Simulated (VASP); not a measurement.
KF: single point with PBE

Crystal: KF.

```
CELL_PARAMETERS angstrom
3.25762 0.00000 0.00000
0.00000 3.25762 0.00000
0.00000 0.00000 3.25762
ATOMIC_POSITIONS crystal
K 0.50000 0.50000 0.50000
F 0.00000 0.00000 0.00000
```

```
Program                : VASP 6.6.1
Task                   : single point
Functional             : PBE
Potentials or basis    : VASP PAW PBE potentials, release 64 (K_sv, F)
Cutoff                 : 520 eV
k mesh                 : 8 × 8 × 8
Occupations            : gaussian, width 0.02 eV
Spin                   : collinear spin
Starting moments       : [1.0, 1.0] μB
Dipole correction      : no
Further INCAR settings : ALGO = Normal; EDIFF = 1e-06; NBANDS = 19
```

```
Pressure                                              : 0.0 GPa
Band gap on the k mesh                                : 6.26 eV (least direct gap 6.32 eV)
Net moment                                            : 0.00 μB per cell
Valence electrons inside the program's atomic spheres : K 7.58; F 6.07
```

Levels at points of the mesh, in eV from the valence-band top:
Spin up:
| k point | band 6 | band 7 | band 8 | band 9 | band 10 | band 11 |
| --- | --- | --- | --- | --- | --- | --- |
| (0.00, 0.00, 0.00) | -0.05 | -0.05 | -0.05 | 6.26 | 8.29 | 8.29 |
| (0.50, 0.00, 0.00) | -1.22 | -0.16 | -0.16 | 9.28 | 9.36 | 10.88 |
| (0.50, 0.50, 0.00) | -0.62 | -0.62 | 0.00 | 8.47 | 8.98 | 11.86 |
| (0.50, 0.50, 0.50) | -1.03 | -1.03 | -1.03 | 10.43 | 10.43 | 10.43 |
Spin down:
```csv
k point,band 5,band 6,band 7,band 8,band 9,band 10,band 11,band 12
"(0.00, 0.00, 0.00)",-10.05,-0.05,-0.05,-0.05,6.26,8.29,8.29,13.82
"(0.50, 0.00, 0.00)",-9.94,-1.22,-0.16,-0.16,9.28,9.36,10.88,12.41
"(0.50, 0.50, 0.00)",-9.86,-0.62,-0.62,0.00,8.47,8.98,11.86,11.86
"(0.50, 0.50, 0.50)",-10.62,-1.03,-1.03,-1.03,10.43,10.43,10.43,15.21
```

Wall time 16 s on 1 thread of Intel(R) Xeon(R) Platinum 8488C (Sapphire Rapids), with other jobs on the host, peak memory 0.16 GiB.

A k mesh can miss the band edges.
